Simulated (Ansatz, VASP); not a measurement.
## Two plane-wave programs on In5GaAs6

```xyz
12
Lattice="4.0855 0.0000 0.0000 0.0000 4.0855 0.0000 0.0000 0.0000 17.3332" Properties=species:S:1:pos:R:3 pbc="T T T"
In    2.0427    2.0427    2.8889
In    0.0000    0.0000    5.7777
In    2.0427    2.0427    8.6666
In    0.0000    0.0000   11.5554
In    2.0427    2.0427   14.4443
Ga    0.0000    0.0000    0.0000
As    2.0427    0.0000    4.3333
As    0.0000    2.0427    7.2222
As    2.0427    0.0000   10.1110
As    0.0000    2.0427   12.9999
As    2.0427    0.0000   15.8887
As    0.0000    2.0427    1.4444
```

Alike in both runs: task relaxation of cell and atoms; functional PBE; k mesh 4 × 4 × 1; occupations gaussian, width 0.1 eV; no spin polarisation.

|  | VASP | Ansatz |
| --- | --- | --- |
| version | VASP 6.6.1 | Ansatz 0.2.0 |
| potentials or method | VASP PAW PBE potentials, release 64 (In_d, Ga_d, As), cutoff 600 eV | scalar-relativistic, plane waves, PAW |
| valence electrons in the cell | 108 | 168 |

```csv
,VASP,Ansatz,Ansatz less VASP
"gap on the k mesh at the Fermi level, each at its own relaxed structure (eV)",none,none,-
relaxed volume (Å³/atom),28.75,28.76,+0.019
relaxed cell length with the largest relative difference (Å),4.358,4.359,+0.0018
```

A gap of «none» marks a metal or a gap that the smearing closes. VASP's potentials hold 108 valence electrons a cell and Ansatz's 168, so a difference there can come from the potentials and not from the codes.

The k mesh is coarse, so the values compare programs but aren't converged. Noted on VASP's run: the volume moved by over 15 % at a fixed basis, so the end points are rough.
